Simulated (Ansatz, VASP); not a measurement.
**C: VASP beside Ansatz**

File INCAR:

```
PREC = Accurate ; ENCUT = 520
EDIFF = 1E-7 ; ISMEAR = -1
SIGMA = 0.05 ; LREAL = False
LASPH = True ; NELM = 80
ALGO = Normal ; ISIF = 2
LWAVE = False ; LCHARG = True
GGA = PE ; LELF = True
LVHAR = True ; NBANDS = 11
```

Contents of KPOINTS:

```
Automatic mesh
0
Gamma
  13 13 13
```

The input POSCAR:

```
C
1.0
    0.0000000000      1.8208330871      1.8208330871
    1.8208330871      0.0000000000      1.8208330871
    1.8208330871      1.8208330871      0.0000000000
C
2
Direct
    0.0000000000      0.0000000000      0.0000000000
    0.2500000000      0.2500000000      0.2500000000
```

Input for Ansatz:

```yaml
crystal:
  lattice:
    - [0.0, 1.8208330871, 1.8208330871]
    - [1.8208330871, 0.0, 1.8208330871]
    - [1.8208330871, 1.8208330871, 0.0]
  atoms:
    - { symbol: C, position: [0.0, 0.0, 0.0] }
    - { symbol: C, position: [0.25, 0.25, 0.25] }
kpoints:
  mp_grid: { grid: [13, 13, 13] }
scf:
  occupations: { method: fermi_dirac, width: 0.05 }
hamiltonian:
  xc: pbe
  pseudopotentials: { kind: all_electron, lapw: { basis_error: 0.0005 } }
output:
  forces: true
  stress: true
  eigenvalues: true
```

Change from the starting cell: volume scaled by 1.06.

Alike in both runs: task single point; functional PBE; k mesh 13 × 13 × 13; occupations fermi-dirac, width 0.05 eV; no spin polarisation.

```csv
,VASP,Ansatz
version,VASP 6.6.1,Ansatz 0.2.0
potentials or method,"VASP PAW PBE potentials, release 64 (C), cutoff 520 eV","all-electron LAPW, scalar-relativistic"
```

```csv
,VASP,Ansatz,Ansatz less VASP
gap on the k mesh at the Fermi level (eV),4.01,4.02,+0.007
pressure (GPa),-22.2,-22.7,-0.50
```

Ansatz ran all-electron here, and VASP with PAW potentials.
